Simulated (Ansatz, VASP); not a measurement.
**P: VASP beside Ansatz**

INCAR

```
SYSTEM = P
PREC     = Accurate       ! precision mode
ENCUT    = 520            ! plane-wave cutoff, eV
EDIFF    = 1E-6           ! SCF threshold, eV
ISMEAR   = 0              ! smearing method
SIGMA    = 0.15           ! smearing width, eV
LREAL    = .False.        ! projectors in reciprocal space
LASPH    = .True.         ! aspherical terms in the spheres
NELM     = 100            ! most SCF steps
ALGO     = Normal         ! electronic algorithm
ISIF     = 2              ! what is computed and relaxed
LWAVE    = .False.        ! write WAVECAR
LCHARG   = .True.         ! write CHGCAR
LELF     = .True.         ! ELF
LVHAR    = .True.       
NBANDS   = 12             ! bands
```

The input KPOINTS:

```
regular mesh
0
Gamma
  18 18 18
  0 0 0
```

The input POSCAR:

```
P
1.0
    1.6239695684      0.9375992675      3.5341699803
   -1.6239695684      0.9375992675      3.5341699803
    0.0000000000     -1.8751985350      3.5341699803
P
2
Direct
    0.2270802500      0.2270802500      0.2270802500
    0.7729197500      0.7729197500      0.7729197500
```

Input for Ansatz:

```yaml
crystal:
  lattice:
    - [1.6239695684, 0.9375992675, 3.5341699803]
    - [-1.6239695684, 0.9375992675, 3.5341699803]
    - [0.0, -1.875198535, 3.5341699803]
  atoms:
    - { symbol: P, position: [0.22708025, 0.22708025, 0.22708025] }
    - { symbol: P, position: [0.77291975, 0.77291975, 0.77291975] }
basis:
  ecutwfc: 420
kpoints:
  mp_grid: { grid: [18, 18, 18] }
hamiltonian:
  xc: lda
scf:
  occupations: { method: gaussian, width: 0.15 }
output:
  forces: true
  stress: true
  eigenvalues: true
```

Alike in both runs: task single point; functional LDA; k mesh 18 × 18 × 18; occupations gaussian, width 0.15 eV; no spin polarisation.

|  | VASP | Ansatz |
| --- | --- | --- |
| version | VASP 6.6.1 | Ansatz 0.2.0 |
| potentials or method | VASP PAW LDA potentials, release 64 (P), cutoff 520 eV | scalar-relativistic, plane waves, PAW |
| valence electrons in the cell | 10 | 10 |

```tsv
	VASP	Ansatz	Ansatz less VASP
gap on the k mesh at the Fermi level (eV)	none	none	-
pressure (GPa)	-0.1	0.1	+0.22
traceless stress, the component that is largest in VASP (GPa)	-6.64	-6.62	+0.021
rms of the force components (eV/Å)	0.367	0.331	-0.0363
```

LDA's correlation is that of Perdew and Zunger in VASP and of Perdew and Wang (1992) in Ansatz. Atom by atom the forces differ by 0.036 eV/Å (rms over components). A gap of «none» marks a metal or a gap that the smearing closes.
